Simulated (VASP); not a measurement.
Set up this calculation in VASP 6.6.1, as the native input.

| Quantity | Value |
| --- | --- |
| Task | single point |
| Functional | PBE |
| Potentials or basis | VASP PAW PBE potentials, release 64 (Zn) |
| Cutoff | 520 eV |
| k mesh | 9 × 9 × 9 |
| Occupations | gaussian, width 0.1 eV |
| Spin | no spin polarisation |
| Dipole correction | no |
| Further INCAR settings | ALGO = Normal; EDIFF = 1e-07; NBANDS = 25 |

The structure of Zn lies in POSCAR:

```
Zn
1.0
    1.4287646270      0.8248976420      6.3867526389
   -1.4287646270      0.8248976420      6.3867526389
    0.0000000000     -1.6497952841      6.3867526389
Zn
3
Direct
    0.0000000000      0.0000000000      0.0000000000
    0.2221825900      0.2221825900      0.2221825900
    0.7778174100      0.7778174100      0.7778174100
```

These files were run (other wordings do the same):

INCAR

```
SYSTEM = Zn
PREC = Accurate ; ENCUT = 520
EDIFF = 1E-7 ; ISMEAR = 0
SIGMA = 0.1 ; LREAL = .FALSE.
LASPH = .TRUE. ; NELM = 100
ALGO = Normal ; ISIF = 2
LWAVE = .FALSE. ; LCHARG = .FALSE.
GGA = PE ; NBANDS = 25
```

KPOINTS

```
regular mesh
0
G
  9 9 9
  0 0 0
```

Potentials or basis: VASP PAW PBE potentials, release 64 (Zn).

Launch:

```console
$ cat potpaw_PBE.64/Zn/POTCAR > POTCAR
$ mpirun -np 1 vasp_std > vasp.out
```

It gave:

- Pressure: 0.1 GPa
- Largest force: 0.004 eV/Å
- Band gap on the k mesh: zero (bands 18 and 19 overlap by 2.56 eV)

Wall time 13 min on 1 thread of AMD EPYC 7571, with other jobs on the host, peak memory 0.33 GiB.
